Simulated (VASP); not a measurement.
Input of a VASP 6.6.1 run:

File INCAR:

```
  PREC = Accurate
  ENCUT = 520
  EDIFF = 1E-6
  ISMEAR = 0
  SIGMA = 0.1
  LREAL = False
  LASPH = True
  NELM = 60
  ALGO = Normal
  ISIF = 2
  LWAVE = False
  LCHARG = False
  GGA = PE
  NBANDS = 14
```

KPOINTS

```
regular mesh
0
Gamma
  16 16 14
```

The input POSCAR:

```
AlNi
1.0
    2.0011081096     -2.0011081096      0.0000000000
    2.0011081096      2.0011081096      0.0000000000
    0.0000000000      0.0000000000      2.8419180595
Al Ni
1 1
Direct
    0.0000000000      0.0000000000      0.0000000000
    0.5000000000      0.5000000000      0.5000000000
```

Potentials or basis: VASP PAW PBE potentials, release 64 (Al, Ni).

Command:

```bash
$ cat potpaw_PBE.64/Al/POTCAR potpaw_PBE.64/Ni/POTCAR > POTCAR
$ mpirun -np 1 vasp_std > vasp.out
```

(1) What does it give for the band gap on the k mesh?

(2) What does it give for the pressure?

## Answers

(1) zero (an odd number of electrons rules out a gap without spin polarisation).

(2) 11.2 GPa.

Caveat: the cell stands under pressure.
